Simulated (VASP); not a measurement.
# Si2Ni (Fm-3m) in VASP: notebook

Runs on Si2Ni. Level: LDA. Tasks: vibrations by perturbation theory.

Everything below comes from runs of VASP 6.6.1. Logs are shortened: lines on timing, memory, paths and dates and some standing lists are left out, and cuts for length are marked.

## Step 1: The cell of the first run

It takes space group Fm-3m (No. 225, cubic). Conventional cell: a = 5.295 Å, b = 5.295 Å, c = 5.295 Å, α = 90.00°, β = 90.00°, γ = 90.00°. Si (site symmetry -43m) has 4 Ni at 2.29 Å and 6 Si at 2.65 Å within 3.0 Å. Within 3.0 Å of Ni (site symmetry m-3m) lie 8 Si at 2.29 Å.

## Step 2: Vibrations by perturbation theory, LDA (volume scaled by 0.970)

Input file INCAR:

```
SYSTEM = Si2Ni
  ALGO = Normal
  EDIFF = 1E-8
  ENCUT = 520
  IBRION = 8
  ISIF = 2
  ISMEAR = -1
  LASPH = .TRUE.
  LCHARG = .TRUE.
  LREAL = .FALSE.
  LWAVE = .FALSE.
  NELM = 100
  NSW = 1
  PREC = Accurate
  SIGMA = 0.1
```

Input file KPOINTS:

```
k-points
0
G
  8 8 8
  0 0 0
```

Input file POSCAR:

```
Si2Ni
1.0
    0.0000000000      2.6473850884      2.6473850884
    2.6473850884      0.0000000000      2.6473850884
    2.6473850884      2.6473850884      0.0000000000
Si Ni
2 1
Direct
    0.2500000000      0.2500000000      0.2500000000
    0.7500000000      0.7500000000      0.7500000000
    0.0000000000      0.0000000000      0.0000000000
```

Potentials or basis: VASP PAW LDA potentials, release 64 (Si, Ni).

Launch:

```console
cat potpaw_LDA.64/Si/POTCAR potpaw_LDA.64/Ni/POTCAR > POTCAR
mpirun -np 1 vasp_std > vasp.out
```

OUTCAR:

```text
SYSTEM = Si2Ni
   EDIFF = 1E-8
   ENCUT = 520
   IBRION = 8
   ISIF = 2
   ISMEAR = -1
   LASPH = .TRUE.
   LREAL = .FALSE.
   NELM = 100
   NSW = 1
   PREC = Accurate

 ion  position               nearest neighbor table
   1  0.250  0.250  0.250-   3 2.29   3 2.29   3 2.29   3 2.29   2 2.65   2 2.65   2 2.65   2 2.65
                             2 2.65   2 2.65
   2  0.750  0.750  0.750-   3 2.29   3 2.29   3 2.29   3 2.29   1 2.65   1 2.65   1 2.65   1 2.65
                             1 2.65   1 2.65
   3  0.000  0.000  0.000-   2 2.29   2 2.29   2 2.29   1 2.29   2 2.29   1 2.29   1 2.29   1 2.29

  LATTYP: Found a face centered cubic cell.
 ALAT       =     5.2947701768

  Lattice vectors:

 A1 = (   0.0000000000,   2.6473850884,   2.6473850884)
 A2 = (   2.6473850884,   0.0000000000,   2.6473850884)
 A3 = (   2.6473850884,   2.6473850884,   0.0000000000)

Analysis of symmetry for initial positions (statically):
=====================================================================
 Subroutine PRICEL returns:
 Original cell was already a primitive cell.

 Routine SETGRP: Setting up the symmetry group for a
 face centered cubic supercell.

 Subroutine GETGRP returns: Found 48 space group operations
 (whereof 48 operations were pure point group operations)
 out of a pool of 48 trial point group operations.

The static configuration has the point symmetry O_h .

Analysis of symmetry for dynamics (positions and initial velocities):
=====================================================================
 Subroutine PRICEL returns:
 Original cell was already a primitive cell.

 Routine SETGRP: Setting up the symmetry group for a
 face centered cubic supercell.

 Subroutine GETGRP returns: Found 48 space group operations
 (whereof 48 operations were pure point group operations)
 out of a pool of 48 trial point group operations.

The dynamic configuration has the point symmetry O_h .

 Subroutine INISYM returns: Found 48 space group operations
 (whereof 48 operations are pure point group operations),
 and found     1 'primitive' translations

----------------------------------------------------------------------------------------

                                     Primitive cell

  volume of cell :      37.1092

  direct lattice vectors                    reciprocal lattice vectors
     0.000000000  2.647385088  2.647385088    -0.188865610  0.188865610  0.188865610
     2.647385088  0.000000000  2.647385088     0.188865610 -0.188865610  0.188865610
     2.647385088  2.647385088  0.000000000     0.188865610  0.188865610 -0.188865610

  length of vectors
     3.743967897  3.743967897  3.743967897     0.327124833  0.327124833  0.327124833

  position of ions in fractional coordinates (direct lattice)
     0.250000000  0.250000000  0.250000000
     0.750000000  0.750000000  0.750000000
     0.000000000  0.000000000  0.000000000

  ion indices of the primitive-cell ions
   primitive index   ion index
                 1           1
                 2           2
                 3           3

----------------------------------------------------------------------------------------

 KPOINTS: k-points

Automatic generation of k-mesh.
 Grid dimensions read from file:
 generate k-points for:    8    8    8

 Generating k-lattice:

  Cartesian coordinates                     Fractional coordinates (reciprocal lattice)
    -0.023608201  0.023608201  0.023608201     0.125000000  0.000000000  0.000000000
     0.023608201 -0.023608201  0.023608201     0.000000000  0.125000000  0.000000000
     0.023608201  0.023608201 -0.023608201     0.000000000  0.000000000  0.125000000
[... 95 lines left out ...]

 number of electron      17.9999994 magnetization

 Free energy of the ion-electron system (eV)
  ---------------------------------------------------
  ext. energy  EPLUGINS =         0.00000000
  ---------------------------------------------------
  free energy    TOTEN  =       -19.89240259 eV

  energy without entropy =      -19.86457387  energy(sigma->0) =      -19.87848823

 E-fermi :  11.2654     XC(G=0): -12.0439

 val. band max:       11.2019394862   @ k =   0.5000   0.3750   0.0000
 cond. band min:      11.3333292126   @ k =   0.3750   0.2500   0.0000
 fundamental gap:      0.1313897264
 Fermi energy:        11.2654470802

 k-point     1 :       0.0000    0.0000    0.0000
  band No.  band energies     occupation
      1      -3.1023      2.00000
      2       5.6433      2.00000
      3       5.6433      2.00000
      4       5.6433      2.00000
      5       7.3998      2.00000
      6       7.3998      2.00000
      7      11.4302      0.32277
      8      13.0915      0.00000
      9      13.0915      0.00000
     10      13.0915      0.00000
     11      13.4857      0.00000
     12      13.4857      0.00000
     13      13.4857      0.00000
[... 354 lines left out ...]
  band No.  band energies     occupation
      1       0.8882      2.00000
      2       1.3398      2.00000
      3       5.2640      2.00000
      4       5.7675      2.00000
      5       6.6200      2.00000
      6       7.3885      2.00000
      7       7.5046      2.00000
      8       8.3582      2.00000
      9       8.9928      2.00000
     10      12.5629      0.00000
     11      13.5161      0.00000
     12      16.8206      0.00000
     13      17.1373      0.00000

 [... further k-points ...]
[... 5 lines left out ...]
  --------------------------------------------------------------------------------------
  -------------------------------------------------------------------------------------
  Total        1.2726896      1.2726896      1.2726896     -0.0000000      0.0000000      0.0000000
  in kB       54.9479775     54.9479775     54.9479775     -0.0000000      0.0000000      0.0000000
  external PRESSURE =      54.9479775 kB  Pullay stress =       0.0000000 kB

 VOLUME and BASIS-vectors are now :
 -----------------------------------------------------------------------------
  energy-cutoff  :      520.00
  volume of cell :       37.11
      direct lattice vectors                 reciprocal lattice vectors
     0.000000000  2.647385088  2.647385088    -0.188865610  0.188865610  0.188865610
     2.647385088  0.000000000  2.647385088     0.188865610 -0.188865610  0.188865610
     2.647385088  2.647385088  0.000000000     0.188865610  0.188865610 -0.188865610

 POSITION                                       TOTAL-FORCE (eV/Angst)
 -----------------------------------------------------------------------------------
      1.32369      1.32369      1.32369        -0.000000     -0.000000     -0.000000
      3.97108      3.97108      3.97108         0.000000      0.000000      0.000000
      0.00000      0.00000      0.00000         0.000000     -0.000000     -0.000000
 -----------------------------------------------------------------------------------
    total drift:                               -0.000000     -0.000000      0.000000

  FREE ENERGIE OF THE ION-ELECTRON SYSTEM (eV)
  ---------------------------------------------------
  free  energy   TOTEN  =       -19.8924025942 eV

  energy  without entropy=      -19.8645738669  energy(sigma->0) =      -19.87848823

[... ionic steps 2 to 9 ...]

--------------------------------------- Ionic step       10  -------------------------------------------

 Free energy of the ion-electron system (eV)
  ---------------------------------------------------
  ---------------------------------------------------
  free energy    TOTEN  =        -0.18988415 eV

  energy without entropy =       -0.18988415

------------------------ aborting loop because EDIFF is reached ----------------------------------------

 INTERNAL STRAIN TENSOR  FOR ION    3  DIRECTION 1   (eV/Angst):
 -----------------------------------------------------------------------------
    -0.01928 -0.00000  0.00000
    -0.00000  0.02346  0.00000
     0.00000  0.00000  0.02346

 INTERNAL STRAIN TENSOR FOR ION    3 for displacements in x,y,z  (eV/Angst):
          X           Y           Z          XY          YZ          ZX
  --------------------------------------------------------------------------------
  x     0.00000     0.00000     0.00000     0.00000     0.00000     0.00000
  y     0.00000     0.00000     0.00000     0.00000     0.00000     0.00000
  z     0.00000     0.00000     0.00000     0.00000     0.00000     0.00000

 SECOND DERIVATIVES (NOT SYMMETRIZED)
 ------------------------------------
               1X          1Y          1Z          2X          2Y          2Z          3X          3Y          3Z
  1X    -9.427830    0.000000    0.000000    3.417949    0.000000    0.000000    6.009881    0.000000    0.000000
  1Y     0.000000   -9.427830    0.000000    0.000000    3.417949    0.000000    0.000000    6.009881    0.000000
  1Z     0.000000    0.000000   -9.427830    0.000000    0.000000    3.417949    0.000000    0.000000    6.009881
  2X     3.417949    0.000000    0.000000   -9.427830    0.000000    0.000000    6.009881    0.000000    0.000000
  2Y     0.000000    3.417949    0.000000    0.000000   -9.427830    0.000000    0.000000    6.009881    0.000000
  2Z     0.000000    0.000000    3.417949    0.000000    0.000000   -9.427830    0.000000    0.000000    6.009881
  3X     6.011221    0.000000    0.000000    6.011221    0.000000    0.000000  -12.022441    0.000000    0.000000
  3Y     0.000000    6.011221    0.000000    0.000000    6.011221    0.000000    0.000000  -12.022441    0.000000
  3Z     0.000000    0.000000    6.011221    0.000000    0.000000    6.011221    0.000000    0.000000  -12.022441

 Eigenvectors and eigenvalues of the dynamical matrix
 ----------------------------------------------------

   1 f  =   10.572890 THz    66.431428 2PiTHz  352.673656 cm-1    43.725941 meV
             X         Y         Z           dx          dy          dz
      1.323693  1.323693  1.323693     0.123413    0.357296   -0.597586
      3.971078  3.971078  3.971078    -0.123413   -0.357296    0.597586
      0.000000  0.000000  0.000000     0.000000   -0.000000    0.000000
[... 43 lines left out ...]
   9 f/i=    0.000564 THz     0.003542 2PiTHz    0.018803 cm-1     0.002331 meV
             X         Y         Z           dx          dy          dz
      1.323693  1.323693  1.323693     0.491520   -0.054319    0.000000
      3.971078  3.971078  3.971078     0.491520   -0.054319   -0.000000
      0.000000  0.000000  0.000000     0.710457   -0.078515    0.000000

--------------------------------------------------------------------------------------------------------

 ELASTIC MODULI CONTR FROM IONIC RELAXATION (kBar)
 Direction    XX          YY          ZZ          XY          YZ          ZX
 --------------------------------------------------------------------------------
 XX           0.0000      0.0000      0.0000      0.0000      0.0000      0.0000
 YY           0.0000      0.0000      0.0000      0.0000      0.0000      0.0000
 ZZ           0.0000      0.0000      0.0000      0.0000      0.0000      0.0000
 XY           0.0000      0.0000      0.0000   -486.6922      0.0000      0.0000
 YZ           0.0000      0.0000      0.0000      0.0000   -486.6922     -0.0000
 ZX           0.0000      0.0000      0.0000      0.0000     -0.0000   -486.6922
 --------------------------------------------------------------------------------
```

Wall time 55 s (1 thread of Intel Xeon 6975P-C (Granite Rapids), shared host); peak memory 0.23 GiB.

Results:

```
Highest phonon frequency at Γ, LO-TO splitting left out : 353 cm⁻¹
```

Phonon frequencies in cm⁻¹ (negative: imaginary):
```tsv
q point	frequencies
(0.000, 0.000, 0.000)	0 0 0 337 337 337 353 353 353
```

Caveat: the cell wasn't relaxed at this level first, which shifts response properties.

## Step 3: Vibrations by perturbation theory, LDA (volume scaled by 0.970)

Input file INCAR:

```
PREC = Accurate
ENCUT = 520
EDIFF = 1E-8
ISMEAR = -1
SIGMA = 0.1
LREAL = False
LASPH = True
NELM = 80
ALGO = Normal
ISIF = 2
LWAVE = False
LCHARG = False
NBANDS = 16
IBRION = 8
NSW = 1
```

Input file KPOINTS:

```
regular mesh
0
Gamma
  8 8 8
```

POSCAR is that of step 2.

Potentials or basis: VASP PAW LDA potentials, release 64 (Si, Ni).

Launch:

```console
cat potpaw_LDA.64/Si/POTCAR potpaw_LDA.64/Ni/POTCAR > POTCAR
mpirun -np 1 vasp_std > vasp.out
```

OUTCAR:

```text
PREC = Accurate
   ENCUT = 520
   EDIFF = 1E-8
   ISMEAR = -1
   LREAL = False
   LASPH = True
   NELM = 80
   ISIF = 2
   IBRION = 8
   NSW = 1

 ion  position               nearest neighbor table
   1  0.250  0.250  0.250-   3 2.29   3 2.29   3 2.29   3 2.29   2 2.65   2 2.65   2 2.65   2 2.65
                             2 2.65   2 2.65
   2  0.750  0.750  0.750-   3 2.29   3 2.29   3 2.29   3 2.29   1 2.65   1 2.65   1 2.65   1 2.65
                             1 2.65   1 2.65
   3  0.000  0.000  0.000-   2 2.29   2 2.29   2 2.29   1 2.29   2 2.29   1 2.29   1 2.29   1 2.29

  LATTYP: Found a face centered cubic cell.
 ALAT       =     5.2947701768

  Lattice vectors:

 A1 = (   0.0000000000,   2.6473850884,   2.6473850884)
 A2 = (   2.6473850884,   0.0000000000,   2.6473850884)
 A3 = (   2.6473850884,   2.6473850884,   0.0000000000)

Analysis of symmetry for initial positions (statically):
=====================================================================
 Subroutine PRICEL returns:
[... 696 lines left out ...]
  z     0.00000     0.00000     0.00000     0.00000     0.00000     0.00000

 SECOND DERIVATIVES (NOT SYMMETRIZED)
 ------------------------------------
               1X          1Y          1Z          2X          2Y          2Z          3X          3Y          3Z
  1X    -9.427821    0.000000    0.000000    3.418026    0.000000    0.000000    6.009794    0.000000    0.000000
  1Y     0.000000   -9.427821    0.000000    0.000000    3.418026    0.000000    0.000000    6.009794    0.000000
  1Z     0.000000    0.000000   -9.427821    0.000000    0.000000    3.418026    0.000000    0.000000    6.009794
  2X     3.418026    0.000000    0.000000   -9.427821    0.000000    0.000000    6.009794    0.000000    0.000000
  2Y     0.000000    3.418026    0.000000    0.000000   -9.427821    0.000000    0.000000    6.009794    0.000000
  2Z     0.000000    0.000000    3.418026    0.000000    0.000000   -9.427821    0.000000    0.000000    6.009794
  3X     6.010221    0.000000    0.000000    6.010221    0.000000    0.000000  -12.020442    0.000000    0.000000
  3Y     0.000000    6.010221    0.000000    0.000000    6.010221    0.000000    0.000000  -12.020442    0.000000
  3Z     0.000000    0.000000    6.010221    0.000000    0.000000    6.010221    0.000000    0.000000  -12.020442

 Eigenvectors and eigenvalues of the dynamical matrix
 ----------------------------------------------------

   1 f  =   10.572919 THz    66.431606 2PiTHz  352.674600 cm-1    43.726058 meV
             X         Y         Z           dx          dy          dz
      1.323693  1.323693  1.323693    -0.199229    0.677808    0.029741
      3.971078  3.971078  3.971078     0.199229   -0.677808   -0.029741
      0.000000  0.000000  0.000000     0.000000   -0.000000    0.000000
[... 43 lines left out ...]
   9 f/i=    0.000179 THz     0.001127 2PiTHz    0.005984 cm-1     0.000742 meV
             X         Y         Z           dx          dy          dz
      1.323693  1.323693  1.323693     0.253391    0.216782    0.365133
      3.971078  3.971078  3.971078     0.253391    0.216782    0.365133
      0.000000  0.000000  0.000000     0.366287    0.313366    0.527814

--------------------------------------------------------------------------------------------------------

 ELASTIC MODULI CONTR FROM IONIC RELAXATION (kBar)
 Direction    XX          YY          ZZ          XY          YZ          ZX
 --------------------------------------------------------------------------------
 XX          -0.0000      0.0000      0.0000      0.0000     -0.0000      0.0000
 YY           0.0000     -0.0000      0.0000      0.0000      0.0000     -0.0000
 ZZ           0.0000      0.0000     -0.0000     -0.0000      0.0000      0.0000
 XY           0.0000      0.0000     -0.0000   -486.7113      0.0000     -0.0000
 YZ          -0.0000      0.0000      0.0000      0.0000   -486.7113     -0.0000
 ZX           0.0000     -0.0000      0.0000     -0.0000     -0.0000   -486.7113
 --------------------------------------------------------------------------------
```

Wall time 61 s (1 thread of Intel Xeon 6975P-C (Granite Rapids), shared host); peak memory 0.24 GiB.

What came out:

```
Highest phonon frequency at Γ, LO-TO splitting left out : 353 cm⁻¹
```

Phonon frequencies in cm⁻¹ (negative: imaginary):
```tsv
q point	frequencies
(0.000, 0.000, 0.000)	0 0 0 337 337 337 353 353 353
```

Caveat: the cell wasn't relaxed at this level first, which shifts response properties. Spin polarisation is off, so any magnetic state and its effect on volume and gap are missing.

(Part 1 of 2 ends here.)
